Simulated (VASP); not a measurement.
A run of VASP 6.6.1:

Contents of INCAR:

```
PREC = Accurate
ENCUT = 520
EDIFF = 1E-6
ISMEAR = -1
SIGMA = 0.1
LREAL = F
LASPH = T
NELM = 80
ALGO = Normal
ISIF = 2
LWAVE = F
LCHARG = T
GGA = PS
LELF = T
LVHAR = T
NBANDS = 7
```

File KPOINTS:

```
Automatic mesh
0
Gamma
  14 14 14
```

POSCAR

```
Mg
1.0
    0.0000000000      2.1848811398      2.1848811398
    2.1848811398      0.0000000000      2.1848811398
    2.1848811398      2.1848811398      0.0000000000
Mg
1
Direct
    0.0000000000      0.0000000000      0.0000000000
```

Potentials or basis: VASP PAW PBE potentials, release 64 (Mg).

Launch:

```console
$ cat potpaw_PBE.64/Mg/POTCAR > POTCAR
$ mpirun -np 1 vasp_std > vasp.out
```

Hardware: 1 thread of Intel(R) Xeon(R) 6975P-C (Granite Rapids), with other jobs on the host.

Task: Estimate the wall time of this run.

Result: It took 3.6 s on 1 thread of Intel(R) Xeon(R) 6975P-C (Granite Rapids), with other jobs on the host, peak memory 0.14 GiB. Counts: scf iterations 8, k points 104.
